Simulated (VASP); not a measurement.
Here is a VASP 6.6.1 calculation.

File INCAR:

```
ALGO     = Normal         # electronic algorithm
EDIFF    = 1E-6           # SCF threshold, eV
ENCUT    = 520            # plane-wave cutoff, eV
GGA      = PE             # functional
ISIF     = 2              # what is computed and relaxed
ISMEAR   = 0              # smearing method
LASPH    = T              # aspherical terms in the spheres
LCHARG   = T              # write CHGCAR
LELF     = T              # ELF
LREAL    = F              # projectors in reciprocal space
LVHAR    = T            
LWAVE    = F              # write WAVECAR
NBANDS   = 24             # bands
NELM     = 100            # most SCF steps
PREC     = Accurate       # precision mode
SIGMA    = 0.05           # smearing width, eV
```

KPOINTS

```
k-points
0
Gamma
  6 6 6
```

POSCAR

```
KCl
1.0
    0.0000000000     -3.1897839381     -3.1897839381
   -3.1897839381      0.0000000000     -3.1897839381
    3.1897839381      3.1897839381     -6.3795678762
K Cl
2 2
Direct
    0.0000000000      0.0000000000      0.0000000000
    0.5000000000      0.5000000000      0.5000000000
    0.7500000000      0.7500000000      0.7500000000
    0.2500000000      0.2500000000      0.2500000000
```

Potentials or basis: VASP PAW PBE potentials, release 64 (K_sv, Cl).

Run with:

```bash
$ cat potpaw_PBE.64/K_sv/POTCAR potpaw_PBE.64/Cl/POTCAR > POTCAR
$ mpirun -np 1 vasp_std > vasp.out
```

Question: Estimate the pressure.

Answer: 0.0 GPa.

Question: Estimate the band gap on the k mesh.

Answer: 5.05 eV.

A k mesh can miss the band edges.
